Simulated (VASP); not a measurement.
Wanted: the native input for a VASP 6.6.1 run.

```
Task                               : relaxation of cell and atoms
Functional                         : HF
Potentials or basis                : VASP PAW PBE potentials, release 64 (Nb_sv)
Cutoff                             : 600 eV
k mesh                             : 5 × 5 × 5
Occupations                        : fermi-dirac, width 0.05 eV
Spin                               : no spin polarisation
Dipole correction                  : no
Grid for exact exchange (PRECFOCK) : Normal
Further INCAR settings             : ALGO = Normal; EDIFF = 1e-06; IBRION = 2; EDIFFG = -0.01; NSW = 60; ISIF = 3
```

Nb:

```
Nb
1.0
     2.71964    0.00000    0.00000
     0.00000    2.71964    0.00000
     0.00000    0.00000    2.71964
Nb
1
Direct
  0.50000 0.50000 0.50000
```

These files were run (other wordings do the same):

POSCAR

```
Nb
1.0
    2.7196400000      0.0000000000      0.0000000000
    0.0000000000      2.7196400000      0.0000000000
    0.0000000000      0.0000000000      2.7196400000
Nb
1
Direct
    0.5000000000      0.5000000000      0.5000000000
```

INCAR.step1

```
ALGO = Normal
EDIFF = 1E-5
ENCUT = 600
GGA = PE
ISMEAR = -1
LASPH = T
LCHARG = F
LREAL = F
LWAVE = T
NBANDS = 12
NELM = 60
PREC = Accurate
SIGMA = 0.05
```

INCAR.step2

```
AEXX = 1.0
AGGAC = 0.0
ALDAC = 0.0
ALGO = Normal
EDIFF = 1E-6
EDIFFG = -0.01
ENCUT = 600
GGA = PE
IBRION = 2
ISIF = 3
ISMEAR = -1
ISTART = 1
LASPH = T
LCHARG = F
LHFCALC = T
LREAL = F
LWAVE = F
NELM = 60
NSW = 60
PREC = Accurate
PRECFOCK = Normal
SIGMA = 0.05
```

KPOINTS

```
k-points
0
Gamma
  5 5 5
```

Potentials or basis: VASP PAW PBE potentials, release 64 (Nb_sv).

The run is started by

```console
$ cat potpaw_PBE.64/Nb_sv/POTCAR > POTCAR
$ cp INCAR.step1 INCAR
$ mpirun -np 1 vasp_std > vasp.out
$ cp INCAR.step2 INCAR
$ mpirun -np 1 vasp_std > vasp.out
```

Results of the run:

```yaml
Relaxed_volume: 22.55 Å³/atom
Relaxed_cell: a = 2.825 Å, b = 2.825 Å, c = 2.825 Å, α = 90.00°, β = 90.00°, γ = 90.00°
Space_group_after_relaxing_to_0.05_Å: Pm-3m (No. 221)
Energy_gained_by_relaxing: 102.9 meV/atom
Ionic_steps: 3
Pressure_after_relaxing: 0.0 GPa
```

Caveat: the k points lie up to 0.44 Å⁻¹ apart in the final cell; the PAW data sets were made with another functional, which shifts forces and pressure a little.

Run time: 15 min on 1 thread of Intel(R) Xeon(R) 6975P-C (Granite Rapids), on a shared host, peak memory 0.15 GiB.
